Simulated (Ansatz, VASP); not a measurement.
## Two plane-wave programs on Ti3O4

```
CELL_PARAMETERS angstrom
2.91282 -4.03035 0.00000
2.91282 4.03035 0.00000
0.00000 0.00000 2.96903
ATOMIC_POSITIONS crystal
Ti 0.00000 0.00000 0.50000
Ti 0.50000 0.00000 0.00000
Ti 0.00000 0.50000 0.00000
O 0.75976 0.75976 0.00000
O 0.25515 0.74485 0.50000
O 0.24024 0.24024 0.00000
O 0.74485 0.25515 0.50000
```

Change from the starting cell: mode 11 (425.2 1/cm) frozen in, largest displacement -0.030 Å.

Alike in both runs: task single point; functional PBEsol; k mesh 8 × 8 × 14; occupations gaussian, width 0.15 eV; no spin polarisation.

```csv
,VASP,Ansatz
version,VASP 6.6.1,Ansatz 0.2.0
potentials or method,"VASP PAW PBE potentials, release 64 (Ti_sv, O), cutoff 520 eV","scalar-relativistic, plane waves, PAW"
valence electrons in the cell,60,60
```

```csv
,VASP,Ansatz,Ansatz less VASP
gap on the k mesh at the Fermi level (eV),none,none,-
pressure (GPa),1.0,0.2,-0.75
"traceless stress, the component that is largest in VASP (GPa)",1.84,1.75,-0.094
rms of the force components (eV/Å),0.113,0.112,-0.0016
```

VASP's potentials were made for PBE, not for PBEsol. Atom by atom the forces differ by 0.011 eV/Å (rms over components). A gap of «none» marks a metal or a gap that the smearing closes. With one functional, cell and mesh, what is left measures potentials, basis and numerics.
